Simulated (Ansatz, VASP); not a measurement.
## One calculation of ZrO2, two programs

```
Zr O
1.0
     0.00000    2.54387    2.54387
     2.54387    0.00000    2.54387
     2.54387    2.54387    0.00000
Zr O
1 2
Cartesian
  2.5439 2.5439 2.5439
  3.8158 3.8158 3.8158
  1.2719 1.2719 1.2719
```

Alike in both runs: functional PBE; dispersion D3(BJ); k mesh 8 × 8 × 8; occupations gaussian, width 0.02 eV; no spin polarisation.

Ansatz relaxed the structure, and its values are those at the end. VASP's run is a single point on that final structure, the one shown.

|  | VASP | Ansatz |
| --- | --- | --- |
| version | VASP 6.6.1 | Ansatz 0.2.0 |
| potentials or method | VASP PAW PBE potentials, release 64 (Zr_sv, O), cutoff 600 eV | scalar-relativistic, plane waves, PAW |
| valence electrons in the cell | 24 | 24 |

```tsv
	VASP	Ansatz	Ansatz less VASP
gap on the k mesh at the Fermi level (eV)	3.36	3.36	+0.006
least direct gap on the mesh (eV)	3.80	3.81	+0.004
pressure (GPa)	0.1	0.0	-0.08
```
